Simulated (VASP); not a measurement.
Here is a VASP 6.6.1 calculation.

The input INCAR:

```
SYSTEM = HfSi2
  ALGO = Normal
  EDIFF = 1E-7
  EDIFFG = -0.005
  ENCUT = 500
  GGA_COMPAT = .False.
  IBRION = 2
  ISIF = 3
  ISMEAR = 0
  LASPH = .True.
  LCHARG = .False.
  LREAL = .False.
  LWAVE = .False.
  NELM = 120
  NELMIN = 4
  NSW = 100
  PREC = Accurate
  SIGMA = 0.1
```

Contents of KPOINTS:

```
k-points
0
Gamma
  10 10 10
  0 0 0
```

POSCAR

```
HfSi2
1.0
    1.8233878400     -7.2959444800      0.0000000000
    1.8233878400      7.2959444800      0.0000000000
    0.0000000000      0.0000000000      3.6486058400
Hf Si
2 4
Direct
    0.8942634500      0.1057365500      0.2500000000
    0.1057365500      0.8942634500      0.7500000000
    0.2502079700      0.7497920300      0.2500000000
    0.7497920300      0.2502079700      0.7500000000
    0.4471721000      0.5528279000      0.7500000000
    0.5528279000      0.4471721000      0.2500000000
```

Potentials or basis: VASP PAW LDA potentials, release 64 (Hf_pv, Si).

Command:

```bash
$ cat potpaw_LDA.64/Hf_pv/POTCAR potpaw_LDA.64/Si/POTCAR > POTCAR
$ mpirun -np 1 vasp_std > vasp.out
```

(1) Estimate the space group after relaxing (to 0.05 Å).

(2) Predict the relaxed volume.

Answers

(1) Cmcm (No. 63).

(2) 15.58 Å³/atom.
